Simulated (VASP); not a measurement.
# Zn6O (R-3) in VASP: relaxation of cell and atoms with PBE

Aim: the relaxation of cell and atoms of Zn6O with PBE.

All numbers are computed with VASP 6.6.1; they aren't measurements. Logs are shortened: lines on timing, memory, paths and dates and some standing lists are left out, and cuts for length are marked.

## (1) The cell of the first run

It takes space group R-3 (No. 148, trigonal). The conventional cell has a = 5.099 Å, b = 5.099 Å, c = 13.413 Å, α = 90.00°, β = 90.00°, γ = 120.00°. Within 3.0 Å of Zn (site symmetry 1) lie 1 O at 2.17 Å and 10 Zn at 2.70 to 2.98 Å. O (site symmetry -3) has 6 Zn at 2.17 Å within 2.9 Å.

The cell was generated, and may not be a known phase.

## (2) Relaxation of cell and atoms, PBE

File INCAR:

```
  PREC = Accurate
  ENCUT = 600
  EDIFF = 1E-6
  ISMEAR = 0
  SIGMA = 0.1
  LREAL = False
  LASPH = True
  NELM = 80
  ALGO = Normal
  ISIF = 3
  LWAVE = False
  LCHARG = False
  GGA = PE
  IBRION = 2
  NSW = 100
  EDIFFG = -0.01
```

File KPOINTS:

```
regular mesh
0
Gamma
  6 6 6
```

File POSCAR:

```
Zn6O
1.0
    2.5497449431      1.4720959293      4.4709058721
   -2.5497449431      1.4720959293      4.4709058721
    0.0000000000     -2.9441918586      4.4709058721
Zn O
6 1
Direct
    0.2673498098      0.9201593687      0.5499972127
    0.5499972127      0.2673498098      0.9201593687
    0.0798406313      0.4500027873      0.7326501902
    0.4500027873      0.7326501902      0.0798406313
    0.7326501902      0.0798406313      0.4500027873
    0.9201593687      0.5499972127      0.2673498098
    0.0000000000      0.0000000000      0.0000000000
```

Potentials or basis: VASP PAW PBE potentials, release 64 (Zn, O).

Started as:

```
$ cat potpaw_PBE.64/Zn/POTCAR potpaw_PBE.64/O/POTCAR > POTCAR
$ mpirun -np 1 vasp_std > vasp.out
```

OUTCAR:

```text
PREC = Accurate
   ENCUT = 600
   EDIFF = 1E-6
   ISMEAR = 0
   LREAL = False
   LASPH = True
   NELM = 80
   ISIF = 3
   GGA = PE
   IBRION = 2
   NSW = 100
   EDIFFG = -0.01

 ion  position               nearest neighbor table
   1  0.267  0.920  0.550-   7 2.17   4 2.70   3 2.70   5 2.76   5 2.78   6 2.79   2 2.79   6 2.89
                             2 2.89   3 2.98   4 2.98
   2  0.550  0.267  0.920-   7 2.17   3 2.70   5 2.70   4 2.76   4 2.78   6 2.79   1 2.79   1 2.89
                             6 2.89   5 2.98   3 2.98
   3  0.080  0.450  0.733-   7 2.17   2 2.70   1 2.70   6 2.76   6 2.78   5 2.79   4 2.79   5 2.89
                             4 2.89   1 2.98   2 2.98
   4  0.450  0.733  0.080-   7 2.17   6 2.70   1 2.70   2 2.76   2 2.78   3 2.79   5 2.79   5 2.89
                             3 2.89   1 2.98   6 2.98
   5  0.733  0.080  0.450-   7 2.17   2 2.70   6 2.70   1 2.76   1 2.78   3 2.79   4 2.79   3 2.89
                             4 2.89   6 2.98   2 2.98
   6  0.920  0.550  0.267-   7 2.17   4 2.70   5 2.70   3 2.76   3 2.78   1 2.79   2 2.79   1 2.89
                             2 2.89   5 2.98   4 2.98
   7  0.000  0.000  0.000-   2 2.17   4 2.17   3 2.17   6 2.17   5 2.17   1 2.17

  LATTYP: Found a trigonal (rhomboedric) cell.
 ALAT       =     5.3532480810
 COS(alpha) =     0.5462791532

  Lattice vectors:

 A1 = (   2.5497449431,   1.4720959293,   4.4709058721)
 A2 = (  -2.5497449431,   1.4720959293,   4.4709058721)
 A3 = (   0.0000000000,  -2.9441918586,   4.4709058721)

Analysis of symmetry for initial positions (statically):
=====================================================================
 Subroutine PRICEL returns:
 Original cell was already a primitive cell.

 Routine SETGRP: Setting up the symmetry group for a
 trigonal (rhombohedral) supercell.

 Subroutine GETGRP returns: Found  6 space group operations
 (whereof  6 operations were pure point group operations)
 out of a pool of 12 trial point group operations.

The static configuration has the point symmetry S_6 .

Analysis of symmetry for dynamics (positions and initial velocities):
=====================================================================
 Subroutine PRICEL returns:
 Original cell was already a primitive cell.

 Routine SETGRP: Setting up the symmetry group for a
 trigonal (rhombohedral) supercell.

 Subroutine GETGRP returns: Found  6 space group operations
 (whereof  6 operations were pure point group operations)
 out of a pool of 12 trial point group operations.

The dynamic configuration has the point symmetry S_6 .

 Subroutine INISYM returns: Found  6 space group operations
 (whereof  6 operations are pure point group operations),
 and found     1 'primitive' translations

----------------------------------------------------------------------------------------

                                     Primitive cell

  volume of cell :     100.6884

  direct lattice vectors                    reciprocal lattice vectors
     2.549744943  1.472095929  4.470905872     0.196098046  0.113217259  0.074556106
    -2.549744943  1.472095929  4.470905872    -0.196098046  0.113217259  0.074556106
     0.000000000 -2.944191859  4.470905872     0.000000000 -0.226434519  0.074556106

  length of vectors
     5.353248081  5.353248081  5.353248081     0.238392962  0.238392962  0.238392962

  position of ions in fractional coordinates (direct lattice)
     0.267349810  0.920159369  0.549997213
     0.549997213  0.267349810  0.920159369
     0.079840631  0.450002787  0.732650190
     0.450002787  0.732650190  0.079840631
     0.732650190  0.079840631  0.450002787
     0.920159369  0.549997213  0.267349810
     0.000000000  0.000000000  0.000000000

[... 91 lines left out ...]
   PSTRESS=    0.0 pullay stress
   NELECT =      78.0000    total number of electrons
   NUPDOWN=      -1.0000    fix difference up-down
   EMIN   =  10.00;   EMAX   =-10.00  energy-range for DOS
   EFERMI =   0.00;   METHOD = LEGACY
   ISMEAR =     0;   SIGMA  =   0.10  broadening in eV -4-tet -1-fermi 0-gaus
   EFERMI_NEDOS =   21; number of points for ismear=-14 and -15
   IALGO  =     38    algorithm
   IMIX   =      4    mixing-type and parameters
     AMIX     =   0.40;   BMIX     =  1.00
     AMIX_MAG =   1.60;   BMIX_MAG =  1.00
  volume/ion in A,a.u.               =      14.38        97.07
  Fermi-wavevector in a.u.,A,eV,Ry     =   1.503534  2.841267 30.757514  2.260613
  Thomas-Fermi vector in A             =   2.614631
   LORBIT       =      0    0 simple, 1 ext, 2 COOP (PROOUT), +10 PAW based schemes
   GGA     = PE    functional components
   LHFCALC =     F    Hartree Fock is set to
   AEXX    =    0.0000 exact exchange contribution
   IVDW    =     0    specifies the selected vdW correction
   LEPSILON=     F    determine dielectric tensor
   LRPA    =     F    only Hartree local field effects (RPA)
 conjugate gradient relaxation of ions
 non-spin polarized calculation
 Gauss-broadening in eV      SIGMA  =   0.10
  energy-cutoff  :      600.00
  volume of cell :      100.69
 maximum number of plane-waves:      3378
 NGX is ok and might be reduce to    48
   NGX = 21   NGY = 21   NGZ = 21

--------------------------------------- Ionic step        1  -------------------------------------------

 number of electron      78.0000006 magnetization

 Free energy of the ion-electron system (eV)
  ---------------------------------------------------
  ext. energy  EPLUGINS =         0.00000000
  ---------------------------------------------------
  free energy    TOTEN  =       -12.95601850 eV

  energy without entropy =      -12.94911459  energy(sigma->0) =      -12.95256654

------------------------ aborting loop because EDIFF is reached ----------------------------------------

  FORCE on cell =-STRESS in cart. coord.  units (eV):
  Direction    XX          YY          ZZ          XY          YZ          ZX
  --------------------------------------------------------------------------------------
  -------------------------------------------------------------------------------------
  Total        0.3847132      0.3847132      0.2886122      0.0000006      0.0000000     -0.0000000
  in kB        6.1216432      6.1216432      4.5924627      0.0000092      0.0000000     -0.0000000
  external PRESSURE =       5.6119163 kB  Pullay stress =       0.0000000 kB

 VOLUME and BASIS-vectors are now :
 -----------------------------------------------------------------------------
  energy-cutoff  :      600.00
  volume of cell :      100.69
      direct lattice vectors                 reciprocal lattice vectors
     2.549744943  1.472095929  4.470905872     0.196098046  0.113217259  0.074556106
    -2.549744943  1.472095929  4.470905872    -0.196098046  0.113217259  0.074556106
     0.000000000 -2.944191859  4.470905872     0.000000000 -0.226434519  0.074556106

 POSITION                                       TOTAL-FORCE (eV/Angst)
 -----------------------------------------------------------------------------------
     -1.66450      0.12883      7.76823         0.011553      0.016295     -0.011343
      0.72068     -1.50591      7.76823        -0.019889      0.001858     -0.011343
     -0.94382     -1.37708      5.64449        -0.008336      0.018153      0.011343
     -0.72068      1.50591      5.64449         0.019889     -0.001858      0.011343
      1.66450     -0.12883      5.64449        -0.011553     -0.016295      0.011343
      0.94382      1.37708      7.76823         0.008336     -0.018153     -0.011343
      0.00000      0.00000      0.00000         0.000000     -0.000000      0.000000
 -----------------------------------------------------------------------------------
    total drift:                               -0.000000      0.000000     -0.000000

  FREE ENERGIE OF THE ION-ELECTRON SYSTEM (eV)
  ---------------------------------------------------
  free  energy   TOTEN  =       -12.9560184970 eV

  energy  without entropy=      -12.9491145874  energy(sigma->0) =      -12.95256654

--------------------------------------- Ionic step        2  -------------------------------------------

 number of electron      78.0000006 magnetization

 Free energy of the ion-electron system (eV)
  ---------------------------------------------------
  ext. energy  EPLUGINS =         0.00000000
  ---------------------------------------------------
  free energy    TOTEN  =       -12.95732824 eV

  energy without entropy =      -12.95052227  energy(sigma->0) =      -12.95392525

 E-fermi :   3.1041     XC(G=0): -11.4029

 val. band max:        3.0743017379   @ k =   0.3333  -0.1667  -0.3333
 cond. band min:       3.1436878813   @ k =  -0.3333   0.5000   0.3333
 fundamental gap:      0.0693861434
 Fermi energy:         3.1041490280

 k-point     1 :       0.0000    0.0000    0.0000
  band No.  band energies     occupation
      1     -16.0455      2.00000
      2      -6.0657      2.00000
      3      -5.2420      2.00000
      4      -5.0321      2.00000
      5      -5.0321      2.00000
      6      -4.7621      2.00000
[... 1165 lines left out ...]
     45       8.0069      0.00000
     46       8.7744      0.00000

 [... further k-points ...]
[... 5 lines left out ...]
  --------------------------------------------------------------------------------------
  -------------------------------------------------------------------------------------
  Total        0.0162756      0.0162756     -0.0660565      0.0000006      0.0000000     -0.0000000
  in kB        0.2571020      0.2571020     -1.0434785      0.0000089      0.0000000     -0.0000000
  external PRESSURE =      -0.1764248 kB  Pullay stress =       0.0000000 kB

 VOLUME and BASIS-vectors are now :
 -----------------------------------------------------------------------------
  energy-cutoff  :      600.00
  volume of cell :      101.42
      direct lattice vectors                 reciprocal lattice vectors
     2.556505264  1.475998989  4.479798771     0.195579493  0.112917872  0.074408104
    -2.556505252  1.475999009  4.479798771    -0.195579492  0.112917873  0.074408104
    -0.000000012 -2.951997998  4.479798771    -0.000000001 -0.225835745  0.074408104

 POSITION                                       TOTAL-FORCE (eV/Angst)
 -----------------------------------------------------------------------------------
     -1.66835      0.12996      7.78313        -0.000060      0.000045      0.002759
      0.72163     -1.50982      7.78313        -0.000009     -0.000075      0.002759
     -0.94672     -1.37986      5.65627        -0.000069     -0.000030     -0.002759
     -0.72163      1.50982      5.65627         0.000009      0.000075     -0.002759
      1.66835     -0.12996      5.65627         0.000060     -0.000045     -0.002759
      0.94672      1.37986      7.78313         0.000069      0.000030      0.002759
     -2.55651      1.47600      4.47980         0.000000     -0.000000      0.000000
 -----------------------------------------------------------------------------------
    total drift:                                0.000000     -0.000000      0.000000

  FREE ENERGIE OF THE ION-ELECTRON SYSTEM (eV)
  ---------------------------------------------------
  free  energy   TOTEN  =       -12.9573282419 eV

  energy  without entropy=      -12.9505222679  energy(sigma->0) =      -12.95392525

 reached required accuracy - stopping structural energy minimisation
```

It took 14 min on 1 thread of Intel Xeon 8259CL, shared host; peak memory 0.44 GiB.

What came out:

```yaml
Free_energy: -12.9573 eV
Relaxed_volume: 14.49 Å³/atom
Relaxed_cell: a = 5.365 Å, b = 5.365 Å, c = 5.365 Å, α = 56.92°, β = 56.92°, γ = 56.92°
Space_group_after_relaxing_to_0.1_Å: R-3 (No. 148)
Energy_gained_by_relaxing: 0.2 meV/atom
Ionic_steps: 2
Pressure_after_relaxing: 0.0 GPa
Band_gap_on_the_k_mesh: zero (bands 39 and 40 overlap by 0.68 eV)
```

Forces on the atoms (eV/Å):
```
Zn   0.000  0.000  0.003
Zn   0.000  0.000  0.003
Zn   0.000  0.000 -0.003
Zn   0.000  0.000 -0.003
Zn   0.000  0.000 -0.003
Zn   0.000  0.000  0.003
O    0.000  0.000  0.000
```

The path:
| step | energy change (eV) | largest force (eV/Å) | pressure (GPa) | volume (Å³) |
| --- | --- | --- | --- | --- |
| 1 | 0.0000 | 0.0230 | 0.56 | 100.69 |
| 2 | -0.0013 | 0.0028 | -0.02 | 101.42 |

Final structure:
```yaml
crystal:
  lattice:
    - [2.55651, 1.47600, 4.47980]
    - [-2.55651, 1.47600, 4.47980]
    - [0.00000, -2.95200, 4.47980]
  atoms:
    - { symbol: Zn, position: [0.26751, 0.92010, 0.54978] }
    - { symbol: Zn, position: [0.54978, 0.26751, 0.92010] }
    - { symbol: Zn, position: [0.07990, 0.45022, 0.73249] }
    - { symbol: Zn, position: [0.45022, 0.73249, 0.07990] }
    - { symbol: Zn, position: [0.73249, 0.07990, 0.45022] }
    - { symbol: Zn, position: [0.92010, 0.54978, 0.26751] }
    - { symbol: O, position: [0.00000, 0.00000, 0.00000] }
```

Levels at points of the mesh, in eV from the Fermi level:
| k point | band 35 | band 36 | band 37 | band 38 | band 39 | band 40 | band 41 | band 42 | band 43 | band 44 |
| --- | --- | --- | --- | --- | --- | --- | --- | --- | --- | --- |
| (0.00, 0.00, 0.00) | -4.43 | -1.85 | -0.85 | -0.85 | -0.71 | 0.35 | 0.35 | 0.92 | 1.02 | 1.55 |
| (0.50, 0.00, 0.00) | -4.89 | -3.34 | -2.13 | -1.48 | -1.47 | 0.44 | 1.12 | 1.24 | 3.62 | 4.32 |
| (0.50, 0.50, 0.00) | -5.21 | -3.92 | -2.72 | -1.26 | -1.18 | -0.64 | 3.89 | 4.41 | 4.47 | 4.83 |
| (0.50, 0.50, 0.50) | -5.07 | -3.23 | -1.44 | -1.44 | -0.92 | 0.97 | 0.97 | 1.75 | 3.28 | 3.28 |

Caveat: semilocal functionals underestimate gaps, and a narrow one can read as zero.

The gap in the log of VASP goes by the Fermi energy; the results here count the filled bands.